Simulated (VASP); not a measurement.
A run of VASP 6.6.1 is set up as follows.

The input INCAR:

```
ALGO = Normal
EDIFF = 1E-6
EDIFFG = -0.01
ENCUT = 600
GGA = PE
IBRION = 2
ISIF = 3
ISMEAR = 0
ISPIN = 2
LASPH = True
LCHARG = False
LDAU = True
LDAUJ = 0 0
LDAUL = 2 -1
LDAUPRINT = 1
LDAUTYPE = 2
LDAUU = 6.2 0
LMAXMIX = 4
LORBIT = 11
LREAL = False
LWAVE = False
MAGMOM = 2.5 0
NELM = 150
NSW = 80
PREC = Accurate
SIGMA = 0.02
```

The input KPOINTS:

```
k-points
0
Gamma
  12 12 12
```

The input POSCAR:

```
WS
1.0
    3.2404427506      0.0000000000      0.0000000000
    0.0000000000      3.2404427506      0.0000000000
    0.0000000000      0.0000000000      3.2404427506
W S
1 1
Direct
    0.0000000000      0.0000000000      0.0000000000
    0.5000000000      0.5000000000      0.5000000000
```

Potentials or basis: VASP PAW PBE potentials, release 64 (W_sv, S).

Run with:

```console
$ cat potpaw_PBE.64/W_sv/POTCAR potpaw_PBE.64/S/POTCAR > POTCAR
$ mpirun -np 1 vasp_std > vasp.out
```

What does it give for the relaxed volume?

15.19 Å³/atom.

Estimate the space group after relaxing (to 0.1 Å).

Pm-3m (No. 221).

Step by step:
```tsv
step	energy change (eV)	largest force (eV/Å)	pressure (GPa)	volume (Å³)
1	0.0000	0.0000	-13.21	34.03
2	-0.0463	0.0000	14.83	27.58
3	-0.1702	0.0000	0.13	30.36
4	-0.1702	0.0000	-0.19	30.43
5	-0.1702	0.0000	-0.27	30.43
6	-0.1702	0.0000	-0.26	30.42
7	-0.1702	0.0000	-0.25	30.42
8	-0.1702	0.0000	-0.25	30.42
9	-0.1702	0.0000	-0.25	30.42
10	-0.1702	0.0000	-0.25	30.42
11	-0.1702	0.0000	-0.25	30.42
12	-0.1702	0.0000	-0.25	30.42
13	-0.1702	0.0000	-0.26	30.42
14	-0.1702	0.0000	-0.23	30.42
15	-0.1702	0.0000	-0.21	30.41
16	-0.1702	0.0000	-0.15	30.40
17	-0.1702	0.0000	-0.06	30.38
```
